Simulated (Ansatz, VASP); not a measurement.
**Two plane-wave programs on Ga4As3N**

```xyz
8
Lattice="-2.5128 2.5128 5.6099 2.5128 -2.5128 5.6099 2.5128 2.5128 -5.6099" Properties=species:S:1:pos:R:3 pbc="T T T"
Ga    2.5128    0.0000    0.0000
Ga    0.0000    0.0000    9.2513
Ga    0.0000    2.5128    0.0000
Ga    0.0000    0.0000    1.9686
As    2.5128    0.0000    2.8050
As    0.0000    2.5128    2.8050
As    0.0000    0.0000    5.6099
N     0.0000    0.0000    0.0000
```

Alike in both runs: functional PBE; k mesh 6 × 6 × 6; occupations gaussian, width 0.1 eV; no spin polarisation.

Ansatz relaxed the structure, and its values are those at the end. VASP's run is a single point on that final structure, the one shown.

|  | VASP | Ansatz |
| --- | --- | --- |
| version | VASP 6.6.1 | Ansatz 0.2.0 |
| potentials or method | VASP PAW PBE potentials, release 64 (Ga_d, As, N), cutoff 520 eV | scalar-relativistic, plane waves, PAW |
| valence electrons in the cell | 72 | 102 |

Ansatz gave:

* gap on the k mesh at the Fermi level (eV): none
* pressure (GPa): 0.0

Task: What did VASP give for the same quantities?

Result: gap on the k mesh at the Fermi level (eV): none; pressure (GPa): 0.1.

A gap of «none» marks a metal or a gap that the smearing closes. VASP's potentials hold 72 valence electrons a cell and Ansatz's 102, so a difference there can come from the potentials and not from the codes.
